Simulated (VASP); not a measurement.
# GaP in VASP: a series of runs

The runs below take GaP through single point, with r2SCAN.

All numbers are computed with VASP 6.6.1; they aren't measurements. Logs are shortened: lines on timing, memory, paths and dates and some standing lists are left out, and cuts for length are marked.

**1. The cell of the first run**

The structure is cubic, space group F-43m (No. 216). The conventional cell has a = 5.723 Å, b = 5.723 Å, c = 5.723 Å, α = 90.00°, β = 90.00°, γ = 90.00°. Ga (site symmetry -43m) has 4 P at 2.48 Å within 3.3 Å. Within 3.3 Å of P (site symmetry -43m) lie 4 Ga at 2.48 Å.

**2. Single point, r2SCAN (strain +0.050 along x and y, +0.050 along z)**

The input, POSCAR:

```
GaP
1.0
    0.0000000000      2.8615125000      2.8615125000
    2.8615125000      0.0000000000      2.8615125000
    2.8615125000      2.8615125000      0.0000000000
Ga P
1 1
Direct
    0.0000000000      0.0000000000      0.0000000000
    0.7500000000      0.7500000000      0.7500000000
```

The input, INCAR.step1:

```
PREC = Accurate
ENCUT = 520
ISMEAR = 0
SIGMA = 0.05
LREAL = F
LASPH = T
NELM = 80
NBANDS = 16
GGA = PE
ALGO = Normal
EDIFF = 1E-4
LWAVE = T
LCHARG = F
```

The input, INCAR.step2:

```
PREC = Accurate
ENCUT = 520
EDIFF = 1E-6
ISMEAR = 0
SIGMA = 0.05
LREAL = F
LASPH = T
NELM = 80
ALGO = Normal
ISIF = 2
LWAVE = F
LCHARG = F
METAGGA = R2SCAN
LMIXTAU = T
NBANDS = 16
ISTART = 1
```

The input, KPOINTS:

```
regular mesh
0
Gamma
  8 8 8
```

Potentials or basis: VASP PAW PBE potentials, release 64 (Ga_d, P).

Command:

```console
> cat potpaw_PBE.64/Ga_d/POTCAR potpaw_PBE.64/P/POTCAR > POTCAR
> cp INCAR.step1 INCAR
> mpirun -np 1 vasp_std > vasp.out
> cp INCAR.step2 INCAR
> mpirun -np 1 vasp_std > vasp.out
```

OUTCAR:

```text
PREC = Accurate
   ENCUT = 520
   EDIFF = 1E-6
   ISMEAR = 0
   LREAL = F
   LASPH = T
   NELM = 80
   ISIF = 2
   METAGGA = R2SCAN
   ISTART = 1

 ion  position               nearest neighbor table
   1  0.000  0.000  0.000-   2 2.48   2 2.48   2 2.48   2 2.48
   2  0.750  0.750  0.750-   1 2.48   1 2.48   1 2.48   1 2.48

  LATTYP: Found a face centered cubic cell.
 ALAT       =     5.7230250000

  Lattice vectors:

 A1 = (   0.0000000000,   2.8615125000,   2.8615125000)
 A2 = (   2.8615125000,   0.0000000000,   2.8615125000)
 A3 = (   2.8615125000,   2.8615125000,   0.0000000000)

Analysis of symmetry for initial positions (statically):
=====================================================================
 Subroutine PRICEL returns:
 Original cell was already a primitive cell.

 Routine SETGRP: Setting up the symmetry group for a
 face centered cubic supercell.

 Subroutine GETGRP returns: Found 24 space group operations
 (whereof 24 operations were pure point group operations)
 out of a pool of 48 trial point group operations.

The static configuration has the point symmetry T_d .

Analysis of symmetry for dynamics (positions and initial velocities):
=====================================================================
 Subroutine PRICEL returns:
 Original cell was already a primitive cell.

 Routine SETGRP: Setting up the symmetry group for a
 face centered cubic supercell.

 Subroutine GETGRP returns: Found 24 space group operations
 (whereof 24 operations were pure point group operations)
 out of a pool of 48 trial point group operations.

The dynamic configuration has the point symmetry T_d .

 Subroutine INISYM returns: Found 24 space group operations
 (whereof 24 operations are pure point group operations),
 and found     1 'primitive' translations

----------------------------------------------------------------------------------------

                                     Primitive cell

  volume of cell :      46.8616

  direct lattice vectors                    reciprocal lattice vectors
     0.000000000  2.861512500  2.861512500    -0.174732768  0.174732768  0.174732768
     2.861512500  0.000000000  2.861512500     0.174732768 -0.174732768  0.174732768
     2.861512500  2.861512500  0.000000000     0.174732768  0.174732768 -0.174732768

  length of vectors
     4.046789786  4.046789786  4.046789786     0.302646032  0.302646032  0.302646032

  position of ions in fractional coordinates (direct lattice)
     0.000000000  0.000000000  0.000000000
     0.750000000  0.750000000  0.750000000

  ion indices of the primitive-cell ions
   primitive index   ion index
                 1           1
                 2           2

----------------------------------------------------------------------------------------

 KPOINTS: regular mesh

Automatic generation of k-mesh.
 Grid dimensions read from file:
 generate k-points for:    8    8    8

 Generating k-lattice:

  Cartesian coordinates                     Fractional coordinates (reciprocal lattice)
    -0.021841596  0.021841596  0.021841596     0.125000000  0.000000000  0.000000000
     0.021841596 -0.021841596  0.021841596     0.000000000  0.125000000  0.000000000
     0.021841596  0.021841596 -0.021841596     0.000000000  0.000000000  0.125000000

  Length of vectors
     0.037830754  0.037830754  0.037830754

  Shift w.r.t. Gamma in fractional coordinates (k-lattice)
     0.000000000  0.000000000  0.000000000

 Subroutine IBZKPT returns following result:
 ===========================================

 Found     29 irreducible k-points:

 Following reciprocal coordinates:
            Coordinates               Weight
  0.000000  0.000000  0.000000      1.000000
  0.125000  0.000000  0.000000      8.000000
  0.250000  0.000000  0.000000      8.000000
  0.375000  0.000000  0.000000      8.000000
  0.500000  0.000000  0.000000      4.000000
  0.125000  0.125000  0.000000      6.000000
[... 16 lines left out ...]
  0.500000  0.250000  0.125000     48.000000
 -0.375000  0.250000  0.125000     24.000000
 [... further k-points ...]
   k-points           NKPTS =     29   k-points in BZ     NKDIM =     29   number of bands    NBANDS=     16
   number of dos      NEDOS =    301   number of ions     NIONS =      2
   total plane-waves  NPLWV =  27000
   dimension x,y,z NGX =    30 NGY =   30 NGZ =   30
   dimension x,y,z NGXF=    60 NGYF=   60 NGZF=   60
   ions per type =               1   1
   NGX,Y,Z   is equivalent  to a cutoff of  12.32, 12.32, 12.32 a.u.
   NGXF,Y,Z  is equivalent  to a cutoff of  24.65, 24.65, 24.65 a.u.
 SYSTEM =  unknown system
   PREC   = accura    normal or accurate (medium, high low for compatibility)
   ISTART =      1    job   : 0-new  1-cont  2-samecut
   ICHARG =      0    charge: 1-file 2-atom 10-const
   ISPIN  =      1    spin polarized calculation?
   LNONCOLLINEAR =      F non collinear calculations
   LSORBIT =      F    spin-orbit coupling
   LASPH  =      T    aspherical Exc in radial PAW
   ENCUT  =  520.0 eV  38.22 Ry    6.18 a.u.   7.52  7.52  7.52*2*pi/ulx,y,z
   NELM   =     80;   NELMIN=  2; NELMDL=  0     # of ELM steps
   EDIFF  = 0.1E-05   stopping-criterion for ELM
   LREAL  =      F    real-space projection
   EDIFFG = 0.1E-04   stopping-criterion for IOM
   NSW    =      0    number of steps for IOM
   IBRION =     -1    ionic relax: 0-MD 1-quasi-New 2-CG
   NFREE  =      0    steps in history (QN), initial steepest desc. (CG)
   ISIF   =      2    stress and relaxation
   ISYM   =      2    0-nonsym 1-usesym 2-fastsym
   POTIM  = 0.5000    time-step for ionic-motion
   TEBEG  =    0.0;   TEEND  =   0.0 temperature during run
   PSTRESS=    0.0 pullay stress
   NELECT =      18.0000    total number of electrons
   NUPDOWN=      -1.0000    fix difference up-down
   EMIN   =  10.00;   EMAX   =-10.00  energy-range for DOS
   EFERMI =   0.00;   METHOD = LEGACY
   ISMEAR =     0;   SIGMA  =   0.05  broadening in eV -4-tet -1-fermi 0-gaus
   EFERMI_NEDOS =   21; number of points for ismear=-14 and -15
   IALGO  =     38    algorithm
   IMIX   =      4    mixing-type and parameters
     AMIX     =   0.40;   BMIX     =  1.00
     AMIX_MAG =   1.60;   BMIX_MAG =  1.00
  volume/ion in A,a.u.               =      23.43       158.12
  Fermi-wavevector in a.u.,A,eV,Ry     =   1.190036  2.248842 19.268369  1.416185
  Thomas-Fermi vector in A             =   2.326130
   LORBIT       =      0    0 simple, 1 ext, 2 COOP (PROOUT), +10 PAW based schemes
   METAGGA = R2SCAN    functional components
   LHFCALC =     F    Hartree Fock is set to
   AEXX    =    0.0000 exact exchange contribution
   IVDW    =     0    specifies the selected vdW correction
   LEPSILON=     F    determine dielectric tensor
   LRPA    =     F    only Hartree local field effects (RPA)
 non-spin polarized calculation
 Gauss-broadening in eV      SIGMA  =   0.05
  energy-cutoff  :      520.00
  volume of cell :       46.86
 maximum number of plane-waves:      1283
   NGX = 15   NGY = 15   NGZ = 15

 number of electron      17.9999984 magnetization

 Free energy of the ion-electron system (eV)
  ---------------------------------------------------
  ext. energy  EPLUGINS =         0.00000000
  ---------------------------------------------------
  free energy    TOTEN  =       -21.25144203 eV

  energy without entropy =      -21.25144203  energy(sigma->0) =      -21.25144203

 E-fermi :   3.3498     XC(G=0):  -9.8531

 val. band max:        3.0724930342   @ k =   0.0000   0.0000   0.0000
 cond. band min:       4.1735296722   @ k =   0.0000   0.0000   0.0000
 fundamental gap:      1.1010366380
 Fermi energy:         3.3498292376

 k-point     1 :       0.0000    0.0000    0.0000
  band No.  band energies     occupation
      1     -11.7511      2.00000
      2     -11.7511      2.00000
      3     -11.7510      2.00000
      4     -11.6783      2.00000
      5     -11.6783      2.00000
      6      -8.9116      2.00000
[... 8 lines left out ...]
     15      13.1405      0.00000
     16      13.1405      0.00000

 k-point     2 :       0.1250    0.0000    0.0000
  band No.  band energies     occupation
      1     -11.7589      2.00000
      2     -11.7480      2.00000
      3     -11.7480      2.00000
      4     -11.6783      2.00000
      5     -11.6783      2.00000
      6      -8.7367      2.00000
[... 8 lines left out ...]
     15      12.5831      0.00000
     16      12.6777      0.00000

 k-point     3 :       0.2500    0.0000    0.0000
  band No.  band energies     occupation
      1     -11.7769      2.00000
      2     -11.7413      2.00000
      3     -11.7413      2.00000
      4     -11.6774      2.00000
      5     -11.6774      2.00000
      6      -8.2453      2.00000
[... 8 lines left out ...]
     15      12.3977      0.00000
     16      13.1472      0.00000

 k-point     4 :       0.3750    0.0000    0.0000
  band No.  band energies     occupation
      1     -11.7940      2.00000
      2     -11.7359      2.00000
      3     -11.7358      2.00000
      4     -11.6753      2.00000
      5     -11.6753      2.00000
      6      -7.5841      2.00000
[... 8 lines left out ...]
     15      13.4659      0.00000
     16      13.4660      0.00000
[... 324 lines left out ...]
 k-point    22 :       0.3750    0.2500    0.1250
  band No.  band energies     occupation
      1     -11.7932      2.00000
      2     -11.7333      2.00000
      3     -11.7308      2.00000
      4     -11.6843      2.00000
      5     -11.6725      2.00000
      6      -7.8271      2.00000
[... 8 lines left out ...]
     15      14.2480      0.00000
     16      15.2373      0.00000

 k-point    23 :       0.5000    0.2500    0.1250
  band No.  band energies     occupation
      1     -11.8037      2.00000
      2     -11.7303      2.00000
      3     -11.7248      2.00000
      4     -11.6831      2.00000
      5     -11.6725      2.00000
      6      -7.2120      2.00000
[... 8 lines left out ...]
     15      14.4657      0.00000
     16      15.8888      0.00000

 k-point    24 :      -0.3750    0.2500    0.1250
  band No.  band energies     occupation
      1     -11.8076      2.00000
      2     -11.7296      2.00000
      3     -11.7225      2.00000
      4     -11.6810      2.00000
      5     -11.6736      2.00000
      6      -6.8680      2.00000
[... 8 lines left out ...]
     15      15.1415      0.00000
     16      15.4618      0.00000

 [... further k-points ...]
[... 5 lines left out ...]
  --------------------------------------------------------------------------------------
  -------------------------------------------------------------------------------------
  Total       -2.7027507     -2.7027507     -2.7027507      0.0000000      0.0000000      0.0000000
  in kB      -92.4058848    -92.4058848    -92.4058848      0.0000000      0.0000000      0.0000000
  external PRESSURE =     -92.4058848 kB  Pullay stress =       0.0000000 kB

 VOLUME and BASIS-vectors are now :
 -----------------------------------------------------------------------------
  energy-cutoff  :      520.00
  volume of cell :       46.86
      direct lattice vectors                 reciprocal lattice vectors
     0.000000000  2.861512500  2.861512500    -0.174732768  0.174732768  0.174732768
     2.861512500  0.000000000  2.861512500     0.174732768 -0.174732768  0.174732768
     2.861512500  2.861512500  0.000000000     0.174732768  0.174732768 -0.174732768

 POSITION                                       TOTAL-FORCE (eV/Angst)
 -----------------------------------------------------------------------------------
      0.00000      0.00000      0.00000         0.000000      0.000000      0.000000
      4.29227      4.29227      4.29227        -0.000000     -0.000000     -0.000000
 -----------------------------------------------------------------------------------
    total drift:                                0.000001      0.000001      0.000001

  FREE ENERGIE OF THE ION-ELECTRON SYSTEM (eV)
  ---------------------------------------------------
  free  energy   TOTEN  =       -21.2514420334 eV

  energy  without entropy=      -21.2514420334  energy(sigma->0) =      -21.25144203
```

Wall time 55 s (1 thread of Intel Xeon Platinum 8488C (Sapphire Rapids), shared host); peak memory 0.18 GiB.

What came out:

* Free energy: -21.2514 eV
* Pressure: -9.2 GPa
* Band gap on the k mesh: 1.10 eV, direct

Levels at points of the mesh, in eV from the valence-band top:
| k point | band 6 | band 7 | band 8 | band 9 | band 10 | band 11 | band 12 | band 13 |
| --- | --- | --- | --- | --- | --- | --- | --- | --- |
| (0.00, 0.00, 0.00) | -11.98 | 0.00 | 0.00 | 0.00 | 1.10 | 4.19 | 4.19 | 4.19 |
| (0.50, 0.00, 0.00) | -10.28 | -6.07 | -0.97 | -0.97 | 1.56 | 5.06 | 5.06 | 8.42 |
| (0.50, 0.50, 0.00) | -9.54 | -6.30 | -2.31 | -2.31 | 2.16 | 2.17 | 10.21 | 10.21 |

Caveat: the cell differs from its parent crystal (strain +0.050 along x and y, +0.050 along z); the PAW data sets were made with another functional, which shifts forces and pressure a little. A k mesh can miss the band edges.

**3. Single point, r2SCAN (strain -0.050 along x and y, -0.025 along z)**

The input, POSCAR:

```
GaP
1.0
    0.0000000000      2.5889875000      2.6571187500
    2.5889875000      0.0000000000      2.6571187500
    2.5889875000      2.5889875000      0.0000000000
Ga P
1 1
Direct
    0.0000000000      0.0000000000      0.0000000000
    0.7500000000      0.7500000000      0.7500000000
```

The input, INCAR.step1:

```
PREC = Accurate
ENCUT = 520
ISMEAR = 0
SIGMA = 0.05
LREAL = False
LASPH = True
NELM = 80
NBANDS = 16
GGA = PE
ALGO = Normal
EDIFF = 1E-4
LWAVE = True
LCHARG = False
```

The input, INCAR.step2:

```
PREC = Accurate
ENCUT = 520
EDIFF = 1E-6
ISMEAR = 0
SIGMA = 0.05
LREAL = False
LASPH = True
NELM = 80
ALGO = Normal
ISIF = 2
LWAVE = False
LCHARG = False
METAGGA = R2SCAN
LMIXTAU = True
NBANDS = 16
ISTART = 1
```

The input, KPOINTS:

```
Automatic mesh
0
Gamma
  8 8 8
```

Potentials or basis: VASP PAW PBE potentials, release 64 (Ga_d, P).

Command:

```console
> cat potpaw_PBE.64/Ga_d/POTCAR potpaw_PBE.64/P/POTCAR > POTCAR
> cp INCAR.step1 INCAR
> mpirun -np 1 vasp_std > vasp.out
> cp INCAR.step2 INCAR
> mpirun -np 1 vasp_std > vasp.out
```

Wall time 1.9 min (1 thread of Intel Xeon Platinum 8488C (Sapphire Rapids), shared host); peak memory 0.18 GiB.

It converged, with:

| Quantity | Value |
| --- | --- |
| Free energy | -21.2573 eV |
| Pressure | 14.9 GPa |
| Band gap on the k mesh | 1.49 eV, indirect (least direct gap 3.43 eV) |

Stress tensor (GPa, compression positive):
```
15.60  0.00  0.00
 0.00 15.60  0.00
 0.00  0.00 13.36
```

Levels at points of the mesh, in eV from the valence-band top:
```
           k point  band 7  band 8  band 9  band 10  band 11  band 12
(0.00, 0.00, 0.00)   -0.18    0.00    0.00     3.43     4.04     4.04
(0.50, 0.00, 0.00)   -7.74   -1.57   -1.31     2.37     4.83     5.04
(0.50, 0.50, 0.00)   -7.84   -3.22   -3.22     1.71     2.06    12.30
(0.50, 0.00, 0.50)   -7.63   -3.44   -3.41     1.49     1.78    12.10
```

Caveat: the cell differs from its parent crystal (strain -0.050 along x and y, -0.025 along z); the PAW data sets were made with another functional, which shifts forces and pressure a little. A k mesh can miss the band edges.

**4. Single point, r2SCAN (strain -0.050 along x and y, +0.000 along z)**

The input, POSCAR:

```
GaP
1.0
    0.0000000000      2.5889875000      2.7252500000
    2.5889875000      0.0000000000      2.7252500000
    2.5889875000      2.5889875000      0.0000000000
Ga P
1 1
Direct
    0.0000000000      0.0000000000      0.0000000000
    0.7500000000      0.7500000000      0.7500000000
```

The input, INCAR.step1:

```
  PREC = Accurate
  ENCUT = 520
  ISMEAR = 0
  SIGMA = 0.05
  LREAL = F
  LASPH = T
  NELM = 80
  NBANDS = 16
  GGA = PE
  ALGO = Normal
  EDIFF = 1E-4
  LWAVE = T
  LCHARG = F
```

The input, INCAR.step2:

```
  PREC = Accurate
  ENCUT = 520
  EDIFF = 1E-6
  ISMEAR = 0
  SIGMA = 0.05
  LREAL = F
  LASPH = T
  NELM = 80
  ALGO = Normal
  ISIF = 2
  LWAVE = F
  LCHARG = F
  METAGGA = R2SCAN
  LMIXTAU = T
  NBANDS = 16
  ISTART = 1
```

The input, KPOINTS:

```
regular mesh
0
Gamma
  8 8 8
```

Command:

```console
> cat potpaw_PBE.64/Ga_d/POTCAR potpaw_PBE.64/P/POTCAR > POTCAR
> cp INCAR.step1 INCAR
> mpirun -np 1 vasp_std > vasp.out
> cp INCAR.step2 INCAR
> mpirun -np 1 vasp_std > vasp.out
```

Run time: 1.8 min. Hardware: 1 thread of Intel Xeon Platinum 8488C (Sapphire Rapids), shared host; peak memory 0.18 GiB.

Results (log left out):

* Free energy: -21.3184 eV
* Pressure: 11.2 GPa
* Band gap on the k mesh: 1.43 eV, indirect (least direct gap 3.12 eV)

Stress tensor (GPa, compression positive):
```
12.79  0.00  0.00
 0.00 12.79  0.00
 0.00  0.00  8.10
```

Levels at points of the mesh, in eV from the valence-band top:
```
           k point  band 5  band 6  band 7  band 8  band 9  band 10  band 11  band 12  band 13  band 14
(0.00, 0.00, 0.00)  -15.18  -13.98   -0.36    0.00    0.00     3.12     4.00     4.00     4.12     9.59
(0.50, 0.00, 0.00)  -15.16  -11.45   -7.62   -1.71   -1.19     2.16     4.76     5.12     8.94    12.25
(0.50, 0.50, 0.00)  -15.15  -10.57   -7.87   -3.03   -3.03     1.86     2.23    12.07    12.07    12.57
(0.50, 0.00, 0.50)  -15.14  -10.27   -7.48   -3.46   -3.41     1.43     1.69    11.63    11.90    12.88
```

Caveat: the cell differs from its parent crystal (strain -0.050 along x and y, +0.000 along z); the PAW data sets were made with another functional, which shifts forces and pressure a little.

**5. Single point, r2SCAN (strain -0.025 along x and y, -0.050 along z)**

The input, POSCAR:

```
GaP
1.0
    0.0000000000      2.6571187500      2.5889875000
    2.6571187500      0.0000000000      2.5889875000
    2.6571187500      2.6571187500      0.0000000000
Ga P
1 1
Direct
    0.0000000000      0.0000000000      0.0000000000
    0.7500000000      0.7500000000      0.7500000000
```

The input, INCAR.step1:

```
SYSTEM = GaP
ALGO = Normal
EDIFF = 1E-4
ENCUT = 520
GGA = PE
ISMEAR = 0
LASPH = .True.
LCHARG = .False.
LREAL = .False.
LWAVE = .True.
NBANDS = 16
NELM = 80
PREC = Accurate
SIGMA = 0.05
```

The input, INCAR.step2:

```
SYSTEM = GaP
ALGO = Normal
EDIFF = 1E-7
ENCUT = 520
ISIF = 2
ISMEAR = 0
ISTART = 1
LASPH = .True.
LCHARG = .False.
LMIXTAU = .True.
LREAL = .False.
LWAVE = .False.
METAGGA = R2SCAN
NBANDS = 16
NELM = 80
PREC = Accurate
SIGMA = 0.05
```

The input, KPOINTS:

```
k-points
0
Gamma
  8 8 8
  0 0 0
```

Command:

```console
> cat potpaw_PBE.64/Ga_d/POTCAR potpaw_PBE.64/P/POTCAR > POTCAR
> cp INCAR.step1 INCAR
> mpirun -np 1 vasp_std > vasp.out
> cp INCAR.step2 INCAR
> mpirun -np 1 vasp_std > vasp.out
```

Run time: 1.9 min. Hardware: 1 thread of Intel Xeon Platinum 8488C (Sapphire Rapids), shared host; peak memory 0.18 GiB.

The run converged. Its results:

| Property | Result |
| --- | --- |
| Free energy | -21.3336 eV |
| Pressure | 11.2 GPa |
| Band gap on the k mesh | 1.44 eV, indirect (least direct gap 3.15 eV) |

Stress tensor (GPa, compression positive):
```
10.52  0.00  0.00
 0.00 10.52  0.00
 0.00  0.00 12.54
```

Levels at points of the mesh, in eV from the valence-band top:
```
           k point  band 7  band 8  band 9  band 10  band 11  band 12
(0.00, 0.00, 0.00)   -0.16   -0.16    0.00     3.15     4.00     4.06
(0.50, 0.00, 0.00)   -7.60   -1.56   -1.32     2.24     4.78     5.04
(0.50, 0.50, 0.00)   -7.46   -3.43   -3.43     1.44     1.69    12.01
(0.50, 0.00, 0.50)   -7.66   -3.24   -3.21     1.65     1.97    11.91
```

Caveat: the cell differs from its parent crystal (strain -0.025 along x and y, -0.050 along z); the PAW data sets were made with another functional, which shifts forces and pressure a little. A k mesh can miss the band edges.

**6. The runs side by side**

```tsv
cell	gap on the mesh (eV)	pressure (GPa)
a = 4.047 Å, angles 60.0°, 2 atoms	1.10	-9.2
a = 3.710, b = 3.710, c = 3.661 Å, angles 60.4, 60.4, 59.1°, 2 atoms	1.49	14.9
a = 3.759, b = 3.759, c = 3.661 Å, angles 60.9, 60.9, 58.3°, 2 atoms	1.43	11.2
a = 3.710, b = 3.710, c = 3.758 Å, angles 59.6, 59.6, 60.9°, 2 atoms	1.44	11.2
```

Alike in all rows: task single point; level r2SCAN; potentials or basis VASP PAW PBE potentials, release 64 (Ga_d, P); no spin polarisation; k mesh 8 × 8 × 8; cutoff (eV) 520; smearing gaussian 0.05 eV.

Caveats: the PAW data sets were made with another functional, which shifts forces and pressure a little.

Total energies depend on the potentials used, so only differences within one code and one set of settings carry meaning.
